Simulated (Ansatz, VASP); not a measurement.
# Two plane-wave programs on AlGa3N4

```
Al Ga N
1.0
     4.51186    0.00000    0.00000
     0.00000    4.51186    0.00000
     0.00000    0.00000    4.51186
Al Ga N
1 3 4
Direct
  0.00000 0.00000 0.00000
  0.50000 0.50000 0.00000
  0.50000 0.00000 0.50000
  0.00000 0.50000 0.50000
  0.75503 0.75503 0.24497
  0.75503 0.24497 0.75503
  0.24497 0.75503 0.75503
  0.24497 0.24497 0.24497
```

Alike in both runs: task relaxation of the atoms; functional PBEsol; k mesh 6 × 6 × 6; occupations gaussian, width 0.02 eV; no spin polarisation.

```csv
,VASP,Ansatz
version,VASP 6.6.1,Ansatz 0.2.0
potentials or method,"VASP PAW PBE potentials, release 64 (Al, Ga_d, N), cutoff 520 eV","scalar-relativistic, plane waves, PAW"
valence electrons in the cell,62,62
```

Ansatz gave:

| Quantity | Value |
| --- | --- |
| gap on the k mesh at the Fermi level, each at its own relaxed structure (eV) | 2.09 |

**Question.** Estimate VASP's values.

**Answer.** gap on the k mesh at the Fermi level, each at its own relaxed structure (eV): 2.11.

VASP's potentials were made for PBE, not for PBEsol. Ansatz's warnings: stress scf threshold loose.

Noted on VASP's run: the relaxation stopped at its first step, so nothing moved.
